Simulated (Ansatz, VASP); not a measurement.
Cr3Pd: VASP beside Ansatz

```xyz
4
Lattice="3.6461 0.0000 0.0000 0.0000 3.6461 0.0000 0.0000 0.0000 3.6461" Properties=species:S:1:pos:R:3 pbc="T T T"
Cr    0.0000    1.8230    1.8230
Cr    1.8230    0.0000    1.8230
Cr    1.8230    1.8230    0.0000
Pd    0.0000    0.0000    0.0000
```

Alike in both runs: functional PBEsol; k mesh 12 × 12 × 12; occupations gaussian, width 0.1 eV; no spin polarisation.

Ansatz relaxed the structure, and its values are those at the end. VASP's run is a single point on that final structure, the one shown.

|  | VASP | Ansatz |
| --- | --- | --- |
| version | VASP 6.6.1 | Ansatz 0.2.0 |
| potentials or method | VASP PAW PBE potentials, release 64 (Cr_pv, Pd), cutoff 520 eV | scalar-relativistic, plane waves, PAW |
| valence electrons in the cell | 46 | 60 |

VASP gave:

* gap on the k mesh at the Fermi level (eV): none
* pressure (GPa): -0.5

Question: Estimate Ansatz's values.

Answer: gap on the k mesh at the Fermi level (eV): none; pressure (GPa): 0.0.

VASP's potentials were made for PBE, not for PBEsol. A gap of «none» marks a metal or a gap that the smearing closes. VASP's potentials hold 46 valence electrons a cell and Ansatz's 60, so a difference there can come from the potentials and not from the codes.
